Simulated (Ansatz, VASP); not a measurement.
C in VASP and in Ansatz

```
C
1.0
    -2.45766    0.00000    0.00000
     0.00000    0.00000   -3.52948
     0.00000   -4.25679    0.00000
C
4
Direct
  0.50000 0.00000 0.16314
  0.00000 0.00000 0.64200
  0.00000 0.00000 0.33686
  0.50000 0.00000 0.85800
```

Change from the starting cell: mode 8 frozen in at -0.045 Å and mode 12 at +0.060 Å (largest displacements).

Alike in both runs: task single point; functional PBEsol; dispersion D3(BJ); k mesh 18 × 12 × 10; occupations gaussian, width 0.15 eV; no spin polarisation.

```csv
,VASP,Ansatz
version,VASP 6.6.1,Ansatz 0.2.0
potentials or method,"VASP PAW PBE potentials, release 64 (C), cutoff 600 eV","scalar-relativistic, plane waves, PAW"
valence electrons in the cell,16,16
```

|  | VASP | Ansatz | Ansatz less VASP |
| --- | --- | --- | --- |
| gap on the k mesh at the Fermi level (eV) | none | none | - |
| pressure (GPa) | 9.0 | 8.7 | -0.24 |
| traceless stress, the component that is largest in VASP (GPa) | 19.15 | 18.61 | -0.541 |
| rms of the force components (eV/Å) | 4.656 | 4.635 | -0.0217 |

VASP's potentials were made for PBE, not for PBEsol, and Ansatz warns of the same on its side. Atom by atom the forces differ by 0.022 eV/Å (rms over components). A gap of «none» marks a metal or a gap that the smearing closes.
